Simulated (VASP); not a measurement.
A run of VASP 6.6.1 is set up as follows.

Contents of POSCAR:

```
Pt
1.0
    0.0000000000      1.8966751085      2.0863426194
    1.8966751085      0.0000000000      2.0863426194
    1.8966751085      1.8966751085      0.0000000000
Pt
1
Direct
    0.0000000000      0.0000000000      0.0000000000
```

Contents of INCAR.step1:

```
SYSTEM = Pt
ALGO = Normal
EDIFF = 1E-4
ENCUT = 520
GGA = PE
ISMEAR = 0
LASPH = .TRUE.
LCHARG = .FALSE.
LREAL = .FALSE.
LWAVE = .TRUE.
NBANDS = 11
NELM = 100
PREC = Accurate
SIGMA = 0.15
```

File INCAR.step2:

```
SYSTEM = Pt
ALGO = Normal
EDIFF = 1E-6
ENCUT = 520
ISIF = 2
ISMEAR = 0
ISTART = 1
LASPH = .TRUE.
LCHARG = .FALSE.
LMIXTAU = .TRUE.
LREAL = .FALSE.
LWAVE = .FALSE.
METAGGA = R2SCAN
NBANDS = 11
NELM = 100
PREC = Accurate
SIGMA = 0.15
```

The input KPOINTS:

```
k-points
0
G
  24 24 24
  0 0 0
```

Potentials or basis: VASP PAW PBE potentials, release 64 (Pt).

Launch:

```sh
$ cat potpaw_PBE.64/Pt/POTCAR > POTCAR
$ cp INCAR.step1 INCAR
$ mpirun -np 1 vasp_std > vasp.out
$ cp INCAR.step2 INCAR
$ mpirun -np 1 vasp_std > vasp.out
```

Question: What does it give for the band gap on the k mesh?

Answer: Zero (band 5 reaches 12.21 eV, above the bottom of band 6 at 9.36 eV).

Question: Predict the pressure.

Answer: 7.5 GPa.

Stress tensor (GPa, compression positive):
```
11.73  0.00  0.00
 0.00 11.73  0.00
 0.00  0.00 -0.93
```

Caveat: the PAW data sets were made with another functional, which shifts forces and pressure a little; spin-orbit coupling is left out, which moves the levels of the heavy elements.
